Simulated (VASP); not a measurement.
Set up this calculation in VASP 6.6.1, as the native input.

| Quantity | Value |
| --- | --- |
| Task | single point |
| Functional | PBE |
| Potentials or basis | VASP PAW PBE potentials, release 64 (B, As) |
| Cutoff | 520 eV |
| k mesh | 1 × 1 × 1, shifted |
| Occupations | fermi-dirac, width 0.3447 eV |
| Spin | no spin polarisation |
| Dipole correction | no |
| Further INCAR settings | LREAL = Auto; ALGO = Normal; EDIFF = 1e-07; NBANDS = 61; ISYM = 0 |

The structure of BAs3 lies in POSCAR:

```
BAs3
1.0
    7.1150020000      0.1216840000     -0.0762260000
    0.1216840000      7.4579790000      0.0655730000
   -0.0762260000      0.0655730000      7.5605040000
B As
5 15
Direct
    0.0823036615      0.5778335341      0.9409756811
    0.2871016498      0.5047229969      0.5664802782
    1.0244431607      0.3157089815      0.0814009515
    0.3591011774      0.3067053776      0.4880189541
    0.1267283104      0.5624677735      0.3760594919
    0.6656035397      0.4157984566      0.2275409342
    0.9397863980      0.3163429074      0.3807096200
    0.6284761932      0.9365101485      0.0956717233
    0.7479252674      0.6464739629     -0.0249611515
    1.0018649803      0.2907064292      0.7162340854
    0.5939602542      0.3816220721      0.5805459676
    0.1872304021      1.0289846135      0.8604367138
    0.3022396197      0.7440857596      0.0091547576
    0.9636820732      0.8721375772      0.2970517511
    0.2864462554      0.3454900820      0.2394628494
    0.2175864788      0.7870906613      0.5865002983
    0.3088990959      0.9346070773      0.3010837839
    0.8665463525      0.6831266136      0.5027104940
    0.6997153351      0.8718839636      0.7467181360
    0.6422268400      0.2786915107      0.9078863981
```

The input as run:

INCAR

```
SYSTEM = BAs3
  PREC = Accurate
  ENCUT = 520
  EDIFF = 1E-7
  ISMEAR = -1
  SIGMA = 0.3447
  LREAL = Auto
  LASPH = .True.
  NELM = 60
  ALGO = Normal
  ISIF = 2
  LWAVE = .False.
  LCHARG = .False.
  GGA = PE
  NBANDS = 61
  ISYM = 0
```

KPOINTS

```
Automatic mesh
0
Gamma
  1 1 1
  0.25 0.25 0.25
```

Potentials or basis: VASP PAW PBE potentials, release 64 (B, As).

Run with:

```bash
$ cat potpaw_PBE.64/B/POTCAR potpaw_PBE.64/As/POTCAR > POTCAR
$ mpirun -np 1 vasp_std > vasp.out
```

It gave:

```yaml
Pressure: 3.0 GPa
Largest_force: 3.305 eV/Å
Band_gap_on_the_k_mesh: 0.10 eV
```

Caveat: the k points lie up to 0.88 Å⁻¹ apart.

Wall time 60 s on 1 thread of Intel(R) Xeon(R) 6975P-C (Granite Rapids), on a shared host, peak memory 0.38 GiB.
